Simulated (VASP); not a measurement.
A run of VASP 6.6.1 is set up as follows.

INCAR

```
ALGO = Normal
EDIFF = 1E-6
ENCUT = 520
GGA = PE
ISIF = 2
ISMEAR = -1
LASPH = True
LCHARG = False
LREAL = False
LWAVE = False
NBANDS = 45
NELM = 80
PREC = Accurate
SIGMA = 0.1
```

The input KPOINTS:

```
k-points
0
Gamma
  3 4 3
```

File POSCAR:

```
RuF3
1.0
    5.3405630000     -0.0590440000      0.0267420000
   -0.0406400000      4.2846380000     -0.4985620000
    0.0506770000      0.5683580000      4.4377390000
Ru F
2 6
Direct
    0.5493338898      0.4542698122      0.0604076489
    0.0274522495      0.1630967904      0.2880159770
    0.3759132033      0.8697607076      0.3414355750
    0.0866998307      0.5982263883      1.0529236662
    0.4709015983      1.0090059394      0.9175039741
    0.9548483978      0.0794602730      0.7440109292
    0.4535692524      0.3359254744      0.4348095567
    0.7367728044      0.5861699392      0.6770205005
```

Potentials or basis: VASP PAW PBE potentials, release 64 (Ru_pv, F).

Run with:

```bash
$ cat potpaw_PBE.64/Ru_pv/POTCAR potpaw_PBE.64/F/POTCAR > POTCAR
$ mpirun -np 1 vasp_std > vasp.out
```

Question: Estimate the pressure.

Answer: -5.7 GPa.

Question: What does it give for the band gap on the k mesh?

Answer: Zero (band 35 reaches 2.04 eV, above the bottom of band 36 at 2.00 eV).

Question: What does it give for the largest force?

Answer: 3.112 eV/Å.

Stress tensor (GPa, compression positive):
```
-4.27  9.73  2.80
 9.73 -4.12  1.45
 2.80  1.45 -8.59
```

Caveat: the k points lie up to 0.47 Å⁻¹ apart.
